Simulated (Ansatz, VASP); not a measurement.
Cd3TeSe2 in VASP and in Ansatz

The input INCAR:

```
ALGO = Normal ; EDIFF = 1E-6
ENCUT = 520 ; GGA = PE
ISIF = 2 ; ISMEAR = 0
LASPH = True ; LCHARG = False
LREAL = False ; LWAVE = False
NBANDS = 36 ; NELM = 60
PREC = Accurate ; SIGMA = 0.01
```

Contents of KPOINTS:

```
k-points
0
Gamma
  12 12 4
```

The input POSCAR:

```
Cd3TeSe2
1.0
    4.4815559243     -0.0000000289      0.0000000000
   -2.2407779372      3.8811412934      0.0000000000
    0.0000000000      0.0000000000     10.9800551000
Cd Te Se
3 1 2
Direct
    0.0000000000      0.0000000000      0.0003490000
    0.3333333333      0.6666666667      0.6797230000
    0.6666666667      0.3333333333      0.3193070000
    0.3333333333      0.6666666667      0.4193400000
    0.0000000000      0.0000000000      0.7556010000
    0.6666666667      0.3333333333      0.0756800000
```

Input for Ansatz:

```yaml
crystal:
  lattice:
    - [4.4815559243, -2.89e-08, 0.0]
    - [-2.2407779372, 3.8811412934, 0.0]
    - [0.0, 0.0, 10.9800551]
  atoms:
    - { symbol: Cd, position: [0.0, 0.0, 0.000349] }
    - { symbol: Cd, position: [0.3333333333, 0.6666666667, 0.679723] }
    - { symbol: Cd, position: [0.6666666667, 0.3333333333, 0.319307] }
    - { symbol: Te, position: [0.3333333333, 0.6666666667, 0.41934] }
    - { symbol: Se, position: [0.0, 0.0, 0.755601] }
    - { symbol: Se, position: [0.6666666667, 0.3333333333, 0.07568] }
basis:
  ecutwfc: 420
kpoints:
  mp_grid: { grid: [12, 12, 4] }
  band_path:
    path:
      - [[0.0, 0.0, 0.0], [0.5, 0.0, 0.0], [0.33333333, 0.33333333, 0.0], [0.0, 0.0, 0.0], [0.0, 0.0, 0.5], [0.5, 0.0, 0.5], [0.33333333, 0.33333333, 0.5], [0.0, 0.0, 0.5]]
      - [[0.5, 0.0, 0.5], [0.5, 0.0, 0.0]]
      - [[0.33333333, 0.33333333, 0.5], [0.33333333, 0.33333333, 0.0]]
    npoints: 14
hamiltonian:
  xc: pbe
scf:
  occupations: { method: gaussian, width: 0.01 }
  n_extra_bands: 15
output:
  forces: true
  stress: true
  eigenvalues: true
  populations: true
  dos: { projected: true, de: 0.02, nscf_kmesh: { grid: [15, 15, 5] } }
  bader: true
  write_density: true
  write_potential: true
  elf: true
  volumetric_format: npy
```

Alike in both runs: task single point; functional PBE; k mesh 12 × 12 × 4; occupations gaussian, width 0.01 eV; no spin polarisation.

```csv
,VASP,Ansatz
version,VASP 6.6.1,Ansatz 0.2.0
potentials or method,"VASP PAW PBE potentials, release 64 (Cd, Te, Se), cutoff 520 eV","scalar-relativistic, plane waves, PAW"
valence electrons in the cell,54,108
```

|  | VASP | Ansatz | Ansatz less VASP |
| --- | --- | --- | --- |
| gap on the k mesh at the Fermi level (eV) | 0.09 | 0.09 | +0.004 |
| least direct gap on the mesh (eV) | 0.09 | 0.09 | +0.004 |
| pressure (GPa) | 0.2 | 0.0 | -0.19 |
| rms of the force components (eV/Å) | 0.004 | 0.001 | -0.0033 |

Atom by atom the forces differ by 0.003 eV/Å (rms over components). With one functional, cell and mesh, what is left measures potentials, basis and numerics. VASP's potentials hold 54 valence electrons a cell and Ansatz's 108, so a difference there can come from the potentials and not from the codes.

Spin-orbit coupling is off throughout.
